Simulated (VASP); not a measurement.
Input of a VASP 6.6.1 run:

INCAR

```
PREC     = Accurate       # precision mode
ENCUT    = 520            # plane-wave cutoff, eV
EDIFF    = 1E-6           # SCF threshold, eV
ISMEAR   = 0              # smearing method
SIGMA    = 0.05           # smearing width, eV
LREAL    = F              # projectors in reciprocal space
LASPH    = T              # aspherical terms in the spheres
NELM     = 60             # most SCF steps
ALGO     = Normal         # electronic algorithm
ISIF     = 2              # what is computed and relaxed
LWAVE    = F              # write WAVECAR
LCHARG   = F              # write CHGCAR
GGA      = PS             # functional
NBANDS   = 14             # bands
```

The input KPOINTS:

```
regular mesh
0
Gamma
  8 8 8
```

POSCAR

```
NaF
1.0
    0.0000000000      2.3233000000      2.3233000000
    2.3233000000      0.0000000000      2.3233000000
    2.3233000000      2.3233000000      0.0000000000
Na F
1 1
Direct
   -0.1936900099      0.0000000000      0.0000000000
    0.5000000000      0.5000000000      0.5000000000
```

Potentials or basis: VASP PAW PBE potentials, release 64 (Na_pv, F).

The run is started by

```sh
$ cat potpaw_PBE.64/Na_pv/POTCAR potpaw_PBE.64/F/POTCAR > POTCAR
$ mpirun -np 1 vasp_std > vasp.out
```

(1) Estimate the pressure.

(2) Estimate the band gap on the k mesh.

Results:

(1) 12.2 GPa.

(2) 6.06 eV (least direct gap 6.09 eV).

Caveat: the cell differs from its parent crystal (atom 1 (Na) moved by (-0.450, -0.450) A along y and z); the cell stands under pressure; the PAW data sets were made with another functional, which shifts forces and pressure a little.
